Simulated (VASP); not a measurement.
SiC2:

```
Si C
1.0
     4.62796    0.00000    0.00000
     0.00000    4.62796    0.00000
     0.00000    0.00000    2.98087
Si C
2 4
Direct
  0.00000 0.00000 0.00000
  0.50000 0.50000 0.50000
  0.30600 0.30600 0.00000
  0.19400 0.80600 0.50000
  0.69400 0.69400 0.00000
  0.80600 0.19400 0.50000
```

```yaml
Program: VASP 6.6.1
Task: relaxation of cell and atoms
Functional: PBE
Potentials_or_basis: VASP PAW PBE potentials, release 64 (Si, C)
Cutoff: 600 eV
k_mesh: 4 × 4 × 6
Occupations: gaussian, width 0.1 eV
Spin: no spin polarisation
```

At the start: pressure -5.2 GPa; volume 10.64 Å³/atom.

Where does the relaxation end?

Over 6 steps the energy falls by 42.0 meV/atom and the volume is 10.15 Å³/atom (-4.6 %); space group P4_2/mnm (No. 136, to 0.1 Å) before and after.

Step by step:
| step | energy change (eV) | largest force (eV/Å) | pressure (GPa) | volume (Å³) |
| --- | --- | --- | --- | --- |
| 1 | 0.0000 | 0.8383 | -5.16 | 63.84 |
| 2 | -0.2090 | 0.4748 | 0.91 | 60.70 |
| 3 | -0.2114 | 0.3930 | 1.87 | 60.35 |
| 4 | -0.2401 | 0.0093 | -0.29 | 60.96 |
| 5 | -0.2404 | 0.0396 | -0.51 | 61.04 |
| 6 | -0.2522 | 0.0360 | -0.25 | 60.92 |

Final structure:
```cif
data_structure
_symmetry_space_group_name_H-M 'P 1'
_symmetry_Int_Tables_number 1
_cell_length_a 4.5307
_cell_length_b 4.5307
_cell_length_c 2.9679
_cell_angle_alpha 90.000
_cell_angle_beta 90.000
_cell_angle_gamma 90.000
_cell_volume 60.92
loop_
_atom_site_label
_atom_site_type_symbol
_atom_site_fract_x
_atom_site_fract_y
_atom_site_fract_z
_atom_site_occupancy
Si1 Si 0.00000 0.00000 0.00000 1
Si2 Si 0.50000 0.50000 0.50000 1
C1 C 0.29369 0.29369 0.00000 1
C2 C 0.20631 0.79369 0.50000 1
C3 C 0.70631 0.70631 0.00000 1
C4 C 0.79369 0.20631 0.50000 1
```

Caveat: the highest band is partly filled, so the run has too few bands.
